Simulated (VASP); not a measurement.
Wanted: the native input for a VASP 6.6.1 run.

```yaml
Task: single point
Functional: PBE
Potentials_or_basis: VASP PAW PBE potentials, release 64 (Li_sv, Pb_d)
Cutoff: 520 eV
k_mesh: 4 × 4 × 4
Occupations: gaussian, width 0.1 eV
Spin: no spin polarisation
Dipole_correction: no
Further_INCAR_settings: ALGO = Fast; EDIFF = 1e-06; NBANDS = 26
```

The structure of Li3Pb2 lies in POSCAR:

```
Li3Pb2
1.0
    4.1927359000      0.0000000000      0.0000000000
    0.0000000000      4.1927359000      0.0000000000
    0.0000000000      0.0000000000      5.6859708000
Li Pb
3 2
Direct
    0.0000000000      0.5000000000      0.0000000000
    0.5000000000      0.0000000000      0.0000000000
    0.5000000000      0.5000000000      0.0000000000
    0.0000000000      0.0000000000      0.2489106200
    0.0000000000      0.0000000000      0.7510893800
```

These files were run (other wordings do the same):

INCAR

```
PREC = Accurate
ENCUT = 520
EDIFF = 1E-6
ISMEAR = 0
SIGMA = 0.1
LREAL = False
LASPH = True
NELM = 100
ALGO = Fast
ISIF = 2
LWAVE = False
LCHARG = False
GGA = PE
NBANDS = 26
```

KPOINTS

```
Automatic mesh
0
Gamma
  4 4 4
```

Potentials or basis: VASP PAW PBE potentials, release 64 (Li_sv, Pb_d).

Run with:

```console
$ cat potpaw_PBE.64/Li_sv/POTCAR potpaw_PBE.64/Pb_d/POTCAR > POTCAR
$ mpirun -np 1 vasp_std > vasp.out
```

Results of the run:

```
Largest force : 2.412 eV/Å
```

Caveat: the k points lie up to 0.37 Å⁻¹ apart; forces of over 1 eV/Å act on the atoms, so gaps and moduli don't describe the material at rest.

Run time: 76 s on 1 thread of Intel(R) Xeon(R) Platinum 8375C CPU @ 2.90GHz (Ice Lake) (shared host), peak memory 0.21 GiB.
